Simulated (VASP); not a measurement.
Runs of VASP 6.6.1 on CdTe. The structure is that of space group I-4m2 (No. 119), or close to it. The cells are those of the table. 

| cell | gap on the mesh (eV) | pressure (GPa) |
| --- | --- | --- |
| a = 4.514, b = 4.235 Å, angles 62.0, 55.9, 62.0°, 2 atoms | 0.68 | 4.7 |
| a = 4.518, b = 4.333 Å, angles 61.3, 57.3, 61.3°, 2 atoms | (b) | 3.0 |
| a = 4.600, b = 4.315 Å, angles 62.0, 55.9, 62.0°, 2 atoms | (c) | 1.3 |
| a = 4.439, b = 4.614 Å, angles 58.7, 62.6, 58.7°, 2 atoms | (a) | 1.5 |
| a = 4.419, b = 4.676 Å, angles 58.1, 63.9, 58.1°, 2 atoms | 0.49 | 1.3 |

Alike in all rows: task single point; level LDA; potentials or basis VASP PAW LDA potentials, release 64 (Cd, Te); no spin polarisation; k mesh 8 × 8 × 8; cutoff (eV) 520; smearing gaussian 0.05 eV.

Problem. Fill in the values left out.

Solution. (a) 0.56; (b) 0.69; (c) 0.51.

Caveats: spin-orbit coupling is left out, which moves the levels of the heavy elements.

A k mesh can miss the band edges, and the runs leave out spin-orbit coupling on Cd, Te.
